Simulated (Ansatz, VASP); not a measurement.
# Two plane-wave programs on Cu

INCAR

```
SYSTEM = Cu
PREC = Accurate
ENCUT = 520
EDIFF = 1E-7
ISMEAR = 0
SIGMA = 0.1
LREAL = .FALSE.
LASPH = .TRUE.
NELM = 100
ALGO = Fast
ISIF = 2
LWAVE = .FALSE.
LCHARG = .TRUE.
GGA = PS
LELF = .TRUE.
LVHAR = .TRUE.
NBANDS = 18
```

File KPOINTS:

```
Automatic mesh
0
G
  24 24 12
  0 0 0
```

The input POSCAR:

```
Cu
1.0
    2.3693555637      0.0000000000      0.0000000000
   -1.1846777819      2.0519221088      0.0000000000
    0.0000000000      0.0000000000      3.8695318715
Cu
2
Direct
    0.3333333333      0.6666666667      0.2500000000
    0.6666666667      0.3333333333      0.7500000000
```

Input for Ansatz:

```yaml
crystal:
  lattice:
    - [2.3693555637, 0.0, 0.0]
    - [-1.1846777819, 2.0519221088, 0.0]
    - [0.0, 0.0, 3.8695318715]
  atoms:
    - { symbol: Cu, position: [0.3333333333, 0.6666666667, 0.25] }
    - { symbol: Cu, position: [0.6666666667, 0.3333333333, 0.75] }
basis:
  ecutwfc: 420
kpoints:
  mp_grid: { grid: [24, 24, 12] }
hamiltonian:
  xc: pbesol
scf:
  occupations: { method: gaussian, width: 0.1 }
output:
  forces: true
  stress: true
  eigenvalues: true
```

Change from the starting cell: equal strain along all axes, cell held, atoms relaxed: -6.0 %.

Alike in both runs: task single point; functional PBEsol; k mesh 24 × 24 × 12; occupations gaussian, width 0.1 eV; no spin polarisation.

```csv
,VASP,Ansatz
version,VASP 6.6.1,Ansatz 0.2.0
potentials or method,"VASP PAW PBE potentials, release 64 (Cu), cutoff 520 eV","scalar-relativistic, plane waves, PAW"
valence electrons in the cell,22,38
```

|  | VASP | Ansatz | Ansatz less VASP |
| --- | --- | --- | --- |
| gap on the k mesh at the Fermi level (eV) | none | none | - |
| pressure (GPa) | 49.9 | 49.1 | -0.81 |
| traceless stress, the component that is largest in VASP (GPa) | 0.60 | 0.65 | +0.042 |

VASP's potentials were made for PBE, not for PBEsol. A gap of «none» marks a metal or a gap that the smearing closes. Both programs put the cell under a high pressure, so it lies far from rest at this level. The functional is the same, so the differences come from potentials, cutoffs and numerics. VASP's potentials hold 22 valence electrons a cell and Ansatz's 38, so a difference there can come from the potentials and not from the codes.
